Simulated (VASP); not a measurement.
A run of VASP 6.6.1 is set up as follows.

POSCAR

```
LiBr
1.0
    0.0000000000      2.7395650436      2.7395650436
    2.7395650436      0.0000000000      2.7395650436
    2.7395650436      2.7395650436      0.0000000000
Li Br
1 1
Direct
    0.0000000000      0.0000000000      0.0000000000
    0.5000000000      0.5000000000      0.5000000000
```

INCAR.step1

```
SYSTEM = LiBr
PREC     = Accurate       ! precision mode
ENCUT    = 650            ! plane-wave cutoff, eV
EDIFF    = 1E-5           ! SCF threshold, eV
ISMEAR   = 0              ! smearing method
SIGMA    = 0.01           ! smearing width, eV
LREAL    = .False.        ! projectors in reciprocal space
LASPH    = .True.         ! aspherical terms in the spheres
NELM     = 120            ! most SCF steps
ALGO     = Normal         ! electronic algorithm
ISIF     = 2              ! what is computed and relaxed
LWAVE    = .True.         ! write WAVECAR
NBANDS   = 12             ! bands
GGA      = PE             ! functional
GGA_COMPAT= .False.
```

File INCAR.step2:

```
SYSTEM = LiBr
PREC     = Accurate       ! precision mode
ENCUT    = 650            ! plane-wave cutoff, eV
EDIFF    = 1E-6           ! SCF threshold, eV
ISMEAR   = 0              ! smearing method
SIGMA    = 0.01           ! smearing width, eV
LREAL    = .False.        ! projectors in reciprocal space
LASPH    = .True.         ! aspherical terms in the spheres
NELM     = 120            ! most SCF steps
ALGO     = Normal         ! electronic algorithm
ISIF     = 2              ! what is computed and relaxed
LWAVE    = .False.        ! write WAVECAR
LCHARG   = .True.         ! write CHGCAR
GGA      = PE             ! functional
LHFCALC  = .True.         ! exact exchange
AEXX     = 0.5            ! exact-exchange fraction
HFSCREEN = 0.3            ! screening, 1/A
PRECFOCK = Normal       
LELF     = .True.         ! ELF
LVHAR    = .True.       
NBANDS   = 12             ! bands
ISTART   = 1            
GGA_COMPAT= .False.
```

KPOINTS

```
regular mesh
0
Gamma
  4 4 4
  0 0 0
```

Potentials or basis: VASP PAW PBE potentials, release 64 (Li_sv, Br).

Launch:

```sh
$ cat potpaw_PBE.64/Li_sv/POTCAR potpaw_PBE.64/Br/POTCAR > POTCAR
$ cp INCAR.step1 INCAR
$ mpirun -np 1 vasp_std > vasp.out
$ cp INCAR.step2 INCAR
$ mpirun -np 1 vasp_std > vasp.out
```

(1) What does it give for the pressure?

(2) Predict the band gap on the k mesh.

## Answers

(1) -0.6 GPa.

(2) 7.01 eV.

Caveat: the k points lie up to 0.50 Å⁻¹ apart; the PAW data sets were made with another functional, which shifts forces and pressure a little.
